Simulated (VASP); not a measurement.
The system is KCl (Sylvite).

```
K Cl
1.0
     0.00000    3.08224    3.08224
     3.08224    0.00000    3.08224
     3.08224    3.08224    0.00000
K Cl
1 1
Direct
  0.00000 0.00000 0.00000
  0.50000 0.50000 0.50000
```

Base run:

```yaml
Program: VASP 6.6.1
Functional: PBE
Potentials_or_basis: VASP PAW PBE potentials, release 64 (K_sv, Cl)
Cutoff: 520 eV
k_mesh: 7 × 7 × 7
Occupations: fermi-dirac, width 0.05 eV
Spin: no spin polarisation
```

Its results: band gap on the k mesh 5.41 eV, direct; pressure 2.2 GPa.

**Question.** The run is repeated on the same cell with these changes: functional from PBE to r2SCAN. What comes out?

**Answer.** Band gap on the k mesh 6.06 eV, direct; pressure 1.4 GPa.

r2SCAN gives the wider gap, since meta-GGAs in the generalised Kohn-Sham scheme recover part of the derivative discontinuity.

Caveats: the PAW data sets were made with another functional, which shifts forces and pressure a little (some runs).

